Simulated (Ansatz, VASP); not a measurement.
# AlCo3 in VASP and in Ansatz

File INCAR:

```
SYSTEM = AlCo3
PREC = Accurate
ENCUT = 520
EDIFF = 1E-7
ISMEAR = 0
SIGMA = 0.1
LREAL = .FALSE.
LASPH = .TRUE.
NELM = 100
ALGO = Normal
ISIF = 2
LWAVE = .FALSE.
LCHARG = .FALSE.
GGA = PS
NBANDS = 23
```

File KPOINTS:

```
Automatic mesh
0
G
  12 12 12
  0 0 0
```

POSCAR

```
AlCo3
1.0
    3.6903477342      0.0000000000      0.0000000000
    0.0000000000      3.6903477342      0.0000000000
    0.0000000000      0.0000000000      3.6903477342
Al Co
1 3
Direct
    0.0000000000      0.0000000000      0.0000000000
    0.5000000000      0.5000000000      0.0000000000
    0.5000000000      0.0000000000      0.5000000000
    0.0000000000      0.5000000000      0.5000000000
```

Input for Ansatz:

```yaml
crystal:
  lattice:
    - [3.6903477342, 0.0, 0.0]
    - [0.0, 3.6903477342, 0.0]
    - [0.0, 0.0, 3.6903477342]
  atoms:
    - { symbol: Al, position: [0.0, 0.0, 0.0] }
    - { symbol: Co, position: [0.5, 0.5, 0.0] }
    - { symbol: Co, position: [0.5, 0.0, 0.5] }
    - { symbol: Co, position: [0.0, 0.5, 0.5] }
basis:
  ecutwfc: 420
kpoints:
  mp_grid: { grid: [12, 12, 12] }
hamiltonian:
  xc: pbesol
scf:
  occupations: { method: gaussian, width: 0.1 }
  lower_state_search: "off"
output:
  forces: true
  stress: true
  eigenvalues: true
```

Alike in both runs: task single point; functional PBEsol; k mesh 12 × 12 × 12; occupations gaussian, width 0.1 eV; no spin polarisation.

|  | VASP | Ansatz |
| --- | --- | --- |
| version | VASP 6.6.1 | Ansatz 0.2.0 |
| potentials or method | VASP PAW PBE potentials, release 64 (Al, Co), cutoff 520 eV | scalar-relativistic, plane waves, PAW |
| valence electrons in the cell | 30 | 54 |

```csv
,VASP,Ansatz,Ansatz less VASP
gap on the k mesh at the Fermi level (eV),none,none,-
pressure (GPa),-26.1,-26.2,-0.12
```

VASP's potentials were made for PBE, not for PBEsol. A gap of «none» marks a metal or a gap that the smearing closes. VASP's potentials hold 30 valence electrons a cell and Ansatz's 54, so a difference there can come from the potentials and not from the codes.
